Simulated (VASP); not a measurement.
Wanted: the native input for a VASP 6.6.1 run.

* Task: single point
* Functional: PBE
* Potentials or basis: VASP PAW PBE potentials, release 64 (Ge_d)
* Cutoff: 520 eV
* k mesh: 12 × 12 × 12
* Occupations: gaussian, width 0.05 eV
* Spin: non-collinear spin, zero start, spin-orbit coupling
* Starting moments: [[0.0, 0.0, 0.0], [0.0, 0.0, 0.0]] μB
* Dipole correction: no
* k mesh for the DOS: 18 × 18 × 18
* Occupations for the DOS: tetrahedron
* Further INCAR settings: ALGO = Normal; EDIFF = 1e-06

The system is Ge.

```
Ge
1.0
     0.00000    2.87981    2.87981
     2.87981    0.00000    2.87981
     2.87981    2.87981    0.00000
Ge
2
Direct
  0.50000 0.50000 0.50000
  0.75000 0.75000 0.75000
```

The input as run:

POSCAR

```
Ge
1.0
    0.0000000000      2.8798077591      2.8798077591
    2.8798077591      0.0000000000      2.8798077591
    2.8798077591      2.8798077591      0.0000000000
Ge
2
Direct
    0.5000000000      0.5000000000      0.5000000000
    0.7500000000      0.7500000000      0.7500000000
```

INCAR.step1

```
SYSTEM = Ge
  PREC = Accurate
  ENCUT = 520
  EDIFF = 1E-6
  ISMEAR = 0
  SIGMA = 0.05
  LREAL = .FALSE.
  LASPH = .TRUE.
  NELM = 150
  ALGO = Normal
  ISIF = 2
  LWAVE = .FALSE.
  LCHARG = .TRUE.
  MAGMOM = 0 0 0 0 0 0
  LSORBIT = .TRUE.
  GGA_COMPAT = .FALSE.
  LORBMOM = .TRUE.
  GGA = PE
  NBANDS = 40
```

KPOINTS.step1

```
Automatic mesh
0
G
  12 12 12
  0 0 0
```

INCAR.step2

```
SYSTEM = Ge
  PREC = Accurate
  ENCUT = 520
  EDIFF = 1E-6
  ISMEAR = -5
  SIGMA = 0.05
  LREAL = .FALSE.
  LASPH = .TRUE.
  NELM = 150
  ALGO = Normal
  ISIF = 2
  LWAVE = .FALSE.
  LCHARG = .FALSE.
  MAGMOM = 0 0 0 0 0 0
  LORBIT = 10
  LSORBIT = .TRUE.
  GGA_COMPAT = .FALSE.
  LORBMOM = .TRUE.
  GGA = PE
  NEDOS = 1001
  ICHARG = 11
```

KPOINTS.step2

```
Automatic mesh
0
G
  18 18 18
  0 0 0
```

Potentials or basis: VASP PAW PBE potentials, release 64 (Ge_d).

Command:

```bash
$ cat potpaw_PBE.64/Ge_d/POTCAR > POTCAR
$ cp INCAR.step1 INCAR
$ cp KPOINTS.step1 KPOINTS
$ mpirun -np 1 vasp_ncl > vasp.out
$ cp INCAR.step2 INCAR
$ cp KPOINTS.step2 KPOINTS
$ mpirun -np 1 vasp_ncl > vasp.out
```

It gave:

The net moment is 0.00 μB per cell and the valence electrons inside the program's atomic spheres are Ge 12.36.

It took 15 min on 1 thread of Oxide Virtual Turin-like Processor (shared host), peak memory 0.53 GiB.
